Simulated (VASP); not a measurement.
# Eu (Fm-3m) in VASP: a series of runs

Eu is run at these levels: PBE; tasks: single point.

Everything below comes from runs of VASP 6.6.1. Logs are shortened: lines on timing, memory, paths and dates and some standing lists are left out, and cuts for length are marked.

**1. The cell of the first run**

It takes space group Fm-3m (No. 225, cubic). The conventional cell has a = 4.857 Å, b = 4.857 Å, c = 4.857 Å, α = 90.00°, β = 90.00°, γ = 90.00°. Eu (site symmetry m-3m) has 12 Eu at 3.43 Å within 4.5 Å.

This isn't the form of Eu at room conditions, which is bcc.

**2. Single point, PBE, collinear spin, ferromagnetic start (28.65 Å³/atom)**

INCAR reads:

```
ALGO = Normal
EDIFF = 1E-7
ENCUT = 520
GGA = PE
ISIF = 2
ISMEAR = -1
ISPIN = 2
LASPH = True
LCHARG = True
LELF = True
LMAXMIX = 6
LORBIT = 11
LREAL = False
LVHAR = True
LWAVE = False
MAGMOM = 7
NBANDS = 18
NELM = 150
PREC = Accurate
SIGMA = 0.08
```

KPOINTS reads:

```
k-points
0
Gamma
  9 9 9
```

POSCAR reads:

```
Eu
1.0
    0.0000000000      2.4285308480      2.4285308480
    2.4285308480      0.0000000000      2.4285308480
    2.4285308480      2.4285308480      0.0000000000
Eu
1
Direct
    0.0000000000      0.0000000000      0.0000000000
```

Potentials or basis: VASP PAW PBE potentials, release 64 (Eu).

The run is started by

```sh
> cat potpaw_PBE.64/Eu/POTCAR > POTCAR
> mpirun -np 1 vasp_std > vasp.out
```

OUTCAR:

```text
EDIFF = 1E-7
   ENCUT = 520
   GGA = PE
   ISIF = 2
   ISMEAR = -1
   ISPIN = 2
   LASPH = True
   LORBIT = 11
   LREAL = False
   NELM = 150
   PREC = Accurate

 ion  position               nearest neighbor table
   1  0.000  0.000  0.000-

  LATTYP: Found a face centered cubic cell.
 ALAT       =     4.8570616960

  Lattice vectors:

 A1 = (   0.0000000000,   2.4285308480,   2.4285308480)
 A2 = (   2.4285308480,   0.0000000000,   2.4285308480)
 A3 = (   2.4285308480,   2.4285308480,   0.0000000000)

Analysis of symmetry for initial positions (statically):
=====================================================================
 Subroutine PRICEL returns:
 Original cell was already a primitive cell.

 Routine SETGRP: Setting up the symmetry group for a
 face centered cubic supercell.

 Subroutine GETGRP returns: Found 48 space group operations
 (whereof 48 operations were pure point group operations)
 out of a pool of 48 trial point group operations.

The static configuration has the point symmetry O_h .

Analysis of symmetry for dynamics (positions and initial velocities):
=====================================================================
 Subroutine PRICEL returns:
 Original cell was already a primitive cell.

 Routine SETGRP: Setting up the symmetry group for a
 face centered cubic supercell.

 Subroutine GETGRP returns: Found 48 space group operations
 (whereof 48 operations were pure point group operations)
 out of a pool of 48 trial point group operations.

The dynamic configuration has the point symmetry O_h .

Analysis of structural, dynamic, and magnetic symmetry:
=====================================================================
 Subroutine PRICEL returns:
 Original cell was already a primitive cell.

 Routine SETGRP: Setting up the symmetry group for a
 face centered cubic supercell.

 Subroutine GETGRP returns: Found 48 space group operations
 (whereof 48 operations were pure point group operations)
 out of a pool of 48 trial point group operations.

The overall configuration has the point symmetry O_h .

 Subroutine INISYM returns: Found 48 space group operations
 (whereof 48 operations are pure point group operations),
 and found     1 'primitive' translations

----------------------------------------------------------------------------------------

                                     Primitive cell

  volume of cell :      28.6458

  direct lattice vectors                    reciprocal lattice vectors
     0.000000000  2.428530848  2.428530848    -0.205885793  0.205885793  0.205885793
     2.428530848  0.000000000  2.428530848     0.205885793 -0.205885793  0.205885793
     2.428530848  2.428530848  0.000000000     0.205885793  0.205885793 -0.205885793

  length of vectors
     3.434461262  3.434461262  3.434461262     0.356604654  0.356604654  0.356604654

  position of ions in fractional coordinates (direct lattice)
     0.000000000  0.000000000  0.000000000

  ion indices of the primitive-cell ions
   primitive index   ion index
                 1           1

----------------------------------------------------------------------------------------

 KPOINTS: k-points

Automatic generation of k-mesh.
 Grid dimensions read from file:
 generate k-points for:    9    9    9

 Generating k-lattice:

  Cartesian coordinates                     Fractional coordinates (reciprocal lattice)
    -0.022876199  0.022876199  0.022876199     0.111111111  0.000000000  0.000000000
     0.022876199 -0.022876199  0.022876199     0.000000000  0.111111111  0.000000000
     0.022876199  0.022876199 -0.022876199     0.000000000  0.000000000  0.111111111

  Length of vectors
     0.039622739  0.039622739  0.039622739

  Shift w.r.t. Gamma in fractional coordinates (k-lattice)
     0.000000000  0.000000000  0.000000000

 Subroutine IBZKPT returns following result:
 ===========================================

 Found     35 irreducible k-points:

 Following reciprocal coordinates:
            Coordinates               Weight
  0.000000  0.000000  0.000000      1.000000
  0.111111  0.000000  0.000000      8.000000
  0.222222  0.000000  0.000000      8.000000
  0.333333  0.000000  0.000000      8.000000
  0.444444  0.000000  0.000000      8.000000
  0.111111  0.111111  0.000000      6.000000
[... 16 lines left out ...]
 -0.333333  0.333333  0.000000     12.000000
  0.444444  0.444444  0.000000      6.000000
 [... further k-points ...]
   k-points           NKPTS =     35   k-points in BZ     NKDIM =     35   number of bands    NBANDS=     18
   number of dos      NEDOS =    301   number of ions     NIONS =      1
   total plane-waves  NPLWV =  21952
   dimension x,y,z NGX =    28 NGY =   28 NGZ =   28
   dimension x,y,z NGXF=    56 NGYF=   56 NGZF=   56
   ions per type =               1
   NGX,Y,Z   is equivalent  to a cutoff of  13.55, 13.55, 13.55 a.u.
   NGXF,Y,Z  is equivalent  to a cutoff of  27.11, 27.11, 27.11 a.u.
 SYSTEM =  unknown system
   PREC   = accura    normal or accurate (medium, high low for compatibility)
   ISTART =      0    job   : 0-new  1-cont  2-samecut
   ICHARG =      2    charge: 1-file 2-atom 10-const
   ISPIN  =      2    spin polarized calculation?
   LNONCOLLINEAR =      F non collinear calculations
   LSORBIT =      F    spin-orbit coupling
   LASPH  =      T    aspherical Exc in radial PAW
   ENCUT  =  520.0 eV  38.22 Ry    6.18 a.u.   6.39  6.39  6.39*2*pi/ulx,y,z
   NELM   =    150;   NELMIN=  2; NELMDL= -5     # of ELM steps
   EDIFF  = 0.1E-06   stopping-criterion for ELM
   LREAL  =      F    real-space projection
   EDIFFG = 0.1E-05   stopping-criterion for IOM
   NSW    =      0    number of steps for IOM
   IBRION =     -1    ionic relax: 0-MD 1-quasi-New 2-CG
   NFREE  =      0    steps in history (QN), initial steepest desc. (CG)
   ISIF   =      2    stress and relaxation
   ISYM   =      2    0-nonsym 1-usesym 2-fastsym
   POTIM  = 0.5000    time-step for ionic-motion
   TEBEG  =    0.0;   TEEND  =   0.0 temperature during run
   PSTRESS=    0.0 pullay stress
   NELECT =      17.0000    total number of electrons
   NUPDOWN=      -1.0000    fix difference up-down
   EMIN   =  10.00;   EMAX   =-10.00  energy-range for DOS
   EFERMI =   0.00;   METHOD = LEGACY
   ISMEAR =    -1;   SIGMA  =   0.08  broadening in eV -4-tet -1-fermi 0-gaus
   EFERMI_NEDOS =   21; number of points for ismear=-14 and -15
   IALGO  =     38    algorithm
   IMIX   =      4    mixing-type and parameters
     AMIX     =   0.40;   BMIX     =  1.00
     AMIX_MAG =   1.60;   BMIX_MAG =  1.00
  volume/ion in A,a.u.               =      28.65       193.31
  Fermi-wavevector in a.u.,A,eV,Ry     =   1.375744  2.599779 25.751347  1.892671
  Thomas-Fermi vector in A             =   2.501052
   LORBIT       =     11    0 simple, 1 ext, 2 COOP (PROOUT), +10 PAW based schemes
   GGA     = PE    functional components
   LHFCALC =     F    Hartree Fock is set to
   AEXX    =    0.0000 exact exchange contribution
   IVDW    =     0    specifies the selected vdW correction
   LEPSILON=     F    determine dielectric tensor
   LRPA    =     F    only Hartree local field effects (RPA)
 spin polarized calculation
  energy-cutoff  :      520.00
  volume of cell :       28.65
 maximum number of plane-waves:       785
 NGX is ok and might be reduce to    28
   NGX = 13   NGY = 13   NGZ = 13

 number of electron      16.9999997 magnetization       7.3718322

 Free energy of the ion-electron system (eV)
  ---------------------------------------------------
  ext. energy  EPLUGINS =         0.00000000
  ---------------------------------------------------
  free energy    TOTEN  =       -11.16575056 eV

  energy without entropy =      -11.12142780  energy(sigma->0) =      -11.14358918

 E-fermi :   3.7370     XC(G=0): -10.5105

 val. band max:        3.7341116598   @ k =  -0.3333   0.3333   0.0000
 cond. band min:       3.7389055781   @ k =  -0.4444   0.2222   0.1111
 fundamental gap:      0.0047939182
 Fermi energy:         3.7369827120

 spin component 1

 k-point     1 :       0.0000    0.0000    0.0000
  band No.  band energies     occupation
      1     -37.7394      1.00000
      2     -15.7890      1.00000
      3     -15.7890      1.00000
      4     -15.7890      1.00000
      5      -1.0525      1.00000
      6       2.8714      0.99998
[... 10 lines left out ...]
     17       8.6533      0.00000
     18      13.5856      0.00000

 k-point     2 :       0.1111    0.0000    0.0000
  band No.  band energies     occupation
      1     -37.7204      1.00000
      2     -15.9754      1.00000
      3     -15.8106      1.00000
      4     -15.8106      1.00000
      5      -0.6332      1.00000
      6       2.8549      0.99998
[... 10 lines left out ...]
     17       8.4482      0.00000
     18      14.3687      0.00000
[... 442 lines left out ...]
 k-point    24 :       0.4444    0.4444    0.0000
  band No.  band energies     occupation
      1     -37.5274      1.00000
      2     -17.0783      1.00000
      3     -16.2744      1.00000
      4     -16.2744      1.00000
      5       1.4249      1.00000
      6       2.2168      1.00000
[... 10 lines left out ...]
     17      10.9340      0.00000
     18      14.4464      0.00000

 [... further k-points ...]

 spin component 2

 k-point     1 :       0.0000    0.0000    0.0000
  band No.  band energies     occupation
      1     -34.6440      1.00000
      2     -13.3878      1.00000
      3     -13.3878      1.00000
      4     -13.3878      1.00000
      5       0.1682      1.00000
      6       7.0410      0.00000
[... 10 lines left out ...]
     17       9.9869      0.00000
     18      15.7352      0.00000

 k-point     2 :       0.1111    0.0000    0.0000
  band No.  band energies     occupation
      1     -34.6212      1.00000
      2     -13.6088      1.00000
      3     -13.4124      1.00000
      4     -13.4124      1.00000
      5       0.6118      1.00000
      6       6.2995      0.00000
[... 10 lines left out ...]
     17       9.8653      0.00000
     18      16.3735      0.00000
[... 442 lines left out ...]
 k-point    24 :       0.4444    0.4444    0.0000
  band No.  band energies     occupation
      1     -34.3871      1.00000
      2     -14.8710      1.00000
      3     -13.9492      1.00000
      4     -13.9492      1.00000
      5       2.3145      1.00000
      6       3.5752      0.88306
[... 10 lines left out ...]
     17      12.5793      0.00000
     18      15.9955      0.00000

 [... further k-points ...]

------------------------ aborting loop because EDIFF is reached ----------------------------------------

  FORCE on cell =-STRESS in cart. coord.  units (eV):
  Direction    XX          YY          ZZ          XY          YZ          ZX
  --------------------------------------------------------------------------------------
  -------------------------------------------------------------------------------------
  Total        1.8714582      1.8714582      1.8714582     -0.0000000     -0.0000000      0.0000000
  in kB      104.6718378    104.6718378    104.6718378     -0.0000000     -0.0000000      0.0000000
  external PRESSURE =     104.6718378 kB  Pullay stress =       0.0000000 kB

 VOLUME and BASIS-vectors are now :
 -----------------------------------------------------------------------------
  energy-cutoff  :      520.00
  volume of cell :       28.65
      direct lattice vectors                 reciprocal lattice vectors
     0.000000000  2.428530848  2.428530848    -0.205885793  0.205885793  0.205885793
     2.428530848  0.000000000  2.428530848     0.205885793 -0.205885793  0.205885793
     2.428530848  2.428530848  0.000000000     0.205885793  0.205885793 -0.205885793

 POSITION                                       TOTAL-FORCE (eV/Angst)
 -----------------------------------------------------------------------------------
      0.00000      0.00000      0.00000         0.000000      0.000000      0.000000
 -----------------------------------------------------------------------------------
    total drift:                               -0.000000     -0.000000     -0.000000

  FREE ENERGIE OF THE ION-ELECTRON SYSTEM (eV)
  ---------------------------------------------------
  free  energy   TOTEN  =       -11.1657505567 eV

  energy  without entropy=      -11.1214278016  energy(sigma->0) =      -11.14358918

 total charge

# of ion       s       p       d       f       tot
--------------------------------------------------
    1        2.109   5.677   0.553   6.528  14.866

 magnetization (x)

# of ion       s       p       d       f       tot
--------------------------------------------------
    1        0.008  -0.072   0.256   6.516   6.708
```

Run time: 42 s. Hardware: 1 thread of Intel Xeon Platinum 8559C (Emerald Rapids), shared host; peak memory 0.19 GiB.

Results:

```yaml
Free_energy: -11.1658 eV
Pressure: 10.5 GPa
Net_moment: 7.37 μB per cell
Site_moments: Eu +6.71 μB
Valence_electrons_inside_the_program's_atomic_spheres: Eu 14.87
```

Caveat: the cell stands under pressure; spin-orbit coupling is left out, which moves the levels of the heavy elements; semilocal functionals describe open f shells poorly, which spoils levels, moments and volumes.

**3. Single point, PBE, collinear spin, ferromagnetic start (32.12 Å³/atom)**

This run uses another cell than the first one, of 32.12 Å³/atom.

INCAR reads:

```
ALGO     = Normal         # electronic algorithm
EDIFF    = 1E-7           # SCF threshold, eV
ENCUT    = 520            # plane-wave cutoff, eV
GGA      = PE             # functional
ISIF     = 2              # what is computed and relaxed
ISMEAR   = -1             # smearing method
ISPIN    = 2              # spin polarisation
LASPH    = T              # aspherical terms in the spheres
LCHARG   = F              # write CHGCAR
LMAXMIX  = 6              # l up to which the mixer works
LORBIT   = 11             # projections on sites
LREAL    = F              # projectors in reciprocal space
LWAVE    = F              # write WAVECAR
MAGMOM   = 7              # initial moments
NBANDS   = 18             # bands
NELM     = 150            # most SCF steps
PREC     = Accurate       # precision mode
SIGMA    = 0.08           # smearing width, eV
```

KPOINTS is that of step 2.

POSCAR reads:

```
Eu
1.0
    0.0000000000      2.5229359148      2.5229359148
    2.5229359148      0.0000000000      2.5229359148
    2.5229359148      2.5229359148      0.0000000000
Eu
1
Direct
    0.0000000000      0.0000000000      0.0000000000
```

Potentials or basis: VASP PAW PBE potentials, release 64 (Eu).

The run is started by

```sh
> cat potpaw_PBE.64/Eu/POTCAR > POTCAR
> mpirun -np 1 vasp_std > vasp.out
```

It took 41 s on 1 thread of Intel Xeon Platinum 8559C (Emerald Rapids), shared host; peak memory 0.2 GiB.

Results (log left out):

```yaml
Free_energy: -11.3422 eV
Pressure: 5.8 GPa
Net_moment: 7.46 μB per cell
Site_moments: Eu +6.72 μB
Valence_electrons_inside_the_program's_atomic_spheres: Eu 14.81
```

Levels at points of the mesh, in eV from the Fermi level:
Spin up:
| k point | band 8 | band 9 | band 10 | band 11 | band 12 | band 13 | band 14 | band 15 | band 16 | band 17 |
| --- | --- | --- | --- | --- | --- | --- | --- | --- | --- | --- |
| (0.00, 0.00, 0.00) | -0.56 | -0.56 | -0.36 | -0.36 | -0.36 | 1.91 | 1.91 | 1.91 | 4.51 | 4.51 |
Spin down:
```tsv
k point	band 1	band 2	band 3	band 4	band 5	band 6	band 7	band 8	band 9	band 10
(0.00, 0.00, 0.00)	-38.36	-17.35	-17.35	-17.35	-3.57	3.22	3.22	3.22	3.58	4.06
```

Caveat: the cell stands under pressure; spin-orbit coupling is left out, which moves the levels of the heavy elements; semilocal functionals describe open f shells poorly, which spoils levels, moments and volumes.
